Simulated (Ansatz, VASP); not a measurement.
Cu in VASP and in Ansatz

Contents of INCAR:

```
ALGO = Fast
EDIFF = 1E-7
EDIFFG = -0.01
ENCUT = 600
GGA = PS
IBRION = 2
ISIF = 3
ISMEAR = 0
LASPH = True
LCHARG = False
LREAL = False
LWAVE = False
NELM = 60
NSW = 100
PREC = Accurate
SIGMA = 0.1
```

KPOINTS

```
k-points
0
Gamma
  15 15 18
```

The input POSCAR:

```
Cu
1.0
    4.0726493730      0.0000000000      0.0000000000
   -2.0363246865      3.5270178177      0.0000000000
    0.0000000000      0.0000000000      2.4098533003
Cu
3
Direct
    0.0000000000      0.0000000000      0.0000000000
    0.3333333333      0.6666666667      0.5000000000
    0.6666666667      0.3333333333      0.5000000000
```

Input for Ansatz:

```yaml
crystal:
  lattice:
    - [4.072649373, 0.0, 0.0]
    - [-2.0363246865, 3.5270178177, 0.0]
    - [0.0, 0.0, 2.4098533003]
  atoms:
    - { symbol: Cu, position: [0.0, 0.0, 0.0] }
    - { symbol: Cu, position: [0.3333333333, 0.6666666667, 0.5] }
    - { symbol: Cu, position: [0.6666666667, 0.3333333333, 0.5] }
basis:
  ecutwfc: 420
kpoints:
  mp_grid: { grid: [15, 15, 18] }
hamiltonian:
  xc: pbesol
scf:
  occupations: { method: gaussian, width: 0.1 }
output:
  forces: true
  stress: true
  eigenvalues: true
relax:
  adjacent_minimum: "off"
  f_tol: 0.01
  max_steps: 80
  cell: { stress_tol: 0.05 }
```

Alike in both runs: task relaxation of cell and atoms; functional PBEsol; k mesh 15 × 15 × 18; occupations gaussian, width 0.1 eV; no spin polarisation.

|  | VASP | Ansatz |
| --- | --- | --- |
| version | VASP 6.6.1 | Ansatz 0.2.0 |
| potentials or method | VASP PAW PBE potentials, release 64 (Cu), cutoff 600 eV | scalar-relativistic, plane waves, PAW |
| valence electrons in the cell | 33 | 57 |

Ansatz gave:

- gap on the k mesh at the Fermi level, each at its own relaxed structure (eV): none
- relaxed volume (Å³/atom): 11.51
- relaxed length of the cell vector where the two differ most in proportion (Å): 2.430

What did VASP give for the same quantities?

gap on the k mesh at the Fermi level, each at its own relaxed structure (eV): none; relaxed volume (Å³/atom): 11.57; relaxed length of the cell vector where the two differ most in proportion (Å): 2.434.

VASP's potentials were made for PBE, not for PBEsol. A gap of «none» marks a metal or a gap that the smearing closes. VASP's potentials hold 33 valence electrons a cell and Ansatz's 57, so a difference there can come from the potentials and not from the codes.
